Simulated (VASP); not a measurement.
Set up this calculation in VASP 6.6.1, as the native input.

* Task: single point
* Functional: LDA
* Potentials or basis: VASP PAW LDA potentials, release 64 (Re_sv_GW)
* Cutoff: 560 eV
* k mesh: 13 × 13 × 7
* Occupations: gaussian, width 0.6 eV
* Spin: no spin polarisation
* Dipole correction: no
* Further INCAR settings: ALGO = Normal; EDIFF = 1e-06; NBANDS = 22

The structure of Re lies in POSCAR:

```
Re
1.0
    2.7391880258      0.0000000000      0.0000000000
   -1.3695940129      2.3722064161      0.0000000000
    0.0000000000      0.0000000000      4.4118668232
Re
2
Direct
    0.3333333333      0.6666666667      0.2500000000
    0.6666666667      0.3333333333      0.7500000000
```

These files were run (other wordings do the same):

INCAR

```
PREC = Accurate
ENCUT = 560
EDIFF = 1E-6
ISMEAR = 0
SIGMA = 0.6
LREAL = False
LASPH = True
NELM = 120
ALGO = Normal
ISIF = 2
LWAVE = False
LCHARG = False
GGA = CA
NBANDS = 22
GGA_COMPAT = False
```

KPOINTS

```
Automatic mesh
0
Gamma
  13 13 7
```

Potentials or basis: VASP PAW LDA potentials, release 64 (Re_sv_GW).

Command:

```bash
$ cat potpaw_LDA.64/Re_sv_GW/POTCAR > POTCAR
$ mpirun -np 1 vasp_std > vasp.out
```

Results of the run:

- Pressure: 0.9 GPa
- Band gap on the k mesh: zero (bands 15 and 16 overlap by 3.05 eV)

Caveat: so wide a smearing shifts energies and pressures; spin-orbit coupling is left out, which moves the levels of the heavy elements.

It took 18 s on 1 thread of Intel(R) Xeon(R) 6975P-C (Granite Rapids), on a shared host, peak memory 0.17 GiB.
